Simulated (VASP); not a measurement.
# Al2O3: single point with PBE

Crystal: Al2O3.

```xyz
10
Lattice="2.4594 1.4200 4.8479 -2.4594 1.4200 4.8479 0.0000 -2.8399 4.8479" Properties=species:S:1:pos:R:3 pbc="T T T"
Al    0.0000    0.0000   12.3930
Al    0.0000    0.0000    9.4224
Al    0.0000    0.0000    2.1506
Al    0.0000    0.0000    5.1212
O    -0.9535   -1.4200    6.0598
O     1.7065   -0.1158    6.0598
O    -0.7530    1.5357    6.0598
O     0.9535    1.4200    8.4838
O    -1.7065    0.1158    8.4838
O     0.7530   -1.5357    8.4838
```

| Property | Result |
| --- | --- |
| Program | VASP 6.6.1 |
| Task | single point |
| Functional | PBE |
| Potentials or basis | VASP PAW PBE potentials, release 64 (Al, O) |
| Cutoff | 520 eV |
| k mesh | 6 × 6 × 6 |
| Occupations | gaussian, width 0.05 eV |
| Spin | no spin polarisation |
| Dipole correction | no |
| Further INCAR settings | ALGO = Normal; EDIFF = 1e-06; NBANDS = 35 |

* Pressure: -24.5 GPa
* Largest force: 0.121 eV/Å
* Band gap on the k mesh: 3.79 eV

Forces in eV/Å, atoms in the order of the input:
```
Al   0.000  0.000 -0.042
Al   0.000  0.000  0.042
Al   0.000  0.000  0.042
Al   0.000  0.000 -0.042
O    0.121  0.000  0.000
O   -0.061  0.105  0.000
O   -0.061 -0.105  0.000
O   -0.121  0.000  0.000
O    0.061 -0.105  0.000
O    0.061  0.105  0.000
```

Stress tensor (GPa, compression positive):
```
-16.43   0.00   0.00
  0.00 -16.43   0.00
  0.00   0.00 -40.64
```

Levels at points of the mesh, in eV from the valence-band top:
```
           k point  band 21  band 22  band 23  band 24  band 25  band 26  band 27  band 28
(0.00, 0.00, 0.00)    -0.37    -0.37     0.00     0.00     3.79     8.08     8.14     8.94
(0.50, 0.00, 0.00)    -0.85    -0.85    -0.44    -0.44     6.86     6.86     7.70     7.70
(0.50, 0.50, 0.00)    -0.95    -0.88    -0.78    -0.41     7.02     7.59     8.52     8.62
(0.50, 0.50, 0.50)    -0.22    -0.22    -0.22    -0.22     6.65     6.65     9.00     9.00
```

It took 2.6 min on 1 thread of Intel Xeon 8259CL (shared host), peak memory 0.29 GiB.

Caveat: the stress differs along the axes, from -41 to -16 GPa.
